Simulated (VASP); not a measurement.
A run of VASP 6.6.1:

Contents of INCAR:

```
PREC = Accurate ; ENCUT = 520
EDIFF = 1E-7 ; ISMEAR = 0
SIGMA = 0.1 ; LREAL = False
LASPH = True ; NELM = 80
ALGO = Normal ; ISIF = 2
LWAVE = False ; LCHARG = True
GGA = PE ; LELF = True
LVHAR = True ; NBANDS = 36
```

File KPOINTS:

```
Automatic mesh
0
Gamma
  12 12 12
```

File POSCAR:

```
Ge
1.0
    0.0000000000      2.8946752806      5.0502241915
    2.6493471699      0.0000000000      5.0502241915
    2.6493471699      2.8946752806      0.0000000000
Ge
4
Direct
    0.7790109672      0.7790109672      0.2209890328
    0.2209890328      0.2209890328      0.7790109672
    0.2734829782      0.7265170218      0.2734829782
    0.7265170218      0.2734829782      0.7265170218
```

Potentials or basis: VASP PAW PBE potentials, release 64 (Ge_d).

Command:

```bash
$ cat potpaw_PBE.64/Ge_d/POTCAR > POTCAR
$ mpirun -np 1 vasp_std > vasp.out
```

Hardware: 1 thread of Intel(R) Xeon(R) 6975P-C (Granite Rapids), with other jobs on the host.

Task: How long does it take, and how much memory?

Result: Wall time 5.5 min on 1 thread of Intel(R) Xeon(R) 6975P-C (Granite Rapids) (shared host), peak memory 0.63 GiB. Counts: scf iterations 14, k points 280.
